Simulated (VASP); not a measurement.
Runs of VASP 6.6.1 on LiH. The structure is that of space group Fm-3m (No. 225), or close to it. The cells are those of the table. 

```tsv
task	level	potentials or basis	cell	gap on the mesh (eV)
electric field gradients	PBE	VASP PAW PBE potentials, release 64 (Li_sv, H)	a = 2.912 Å, angles 60.0°, 2 atoms	3.21
single point	PBE	VASP PAW PBE potentials, release 64 (Li_sv, H)	a = 2.893 Å, angles 60.0°, 2 atoms	3.21
electric field gradients	PBE	VASP PAW PBE potentials, release 64 (Li_sv, H)	a = 2.855 Å, angles 60.0°, 2 atoms	3.19
single point	PBE	VASP PAW PBE potentials, release 64 (Li_sv, H)	a = 2.912 Å, angles 60.0°, 2 atoms	3.21
single point	LDA	VASP PAW LDA potentials, release 64 (Li_sv, H)	a = 2.874 Å, angles 60.0°, 2 atoms	(a)
```

Alike in all rows: no spin polarisation; k mesh 11 × 11 × 11; cutoff (eV) 520; smearing fermi-dirac 0.03 eV.

Q: Fill in the values left out.

A: (a) 2.84.

A k mesh can miss the band edges.
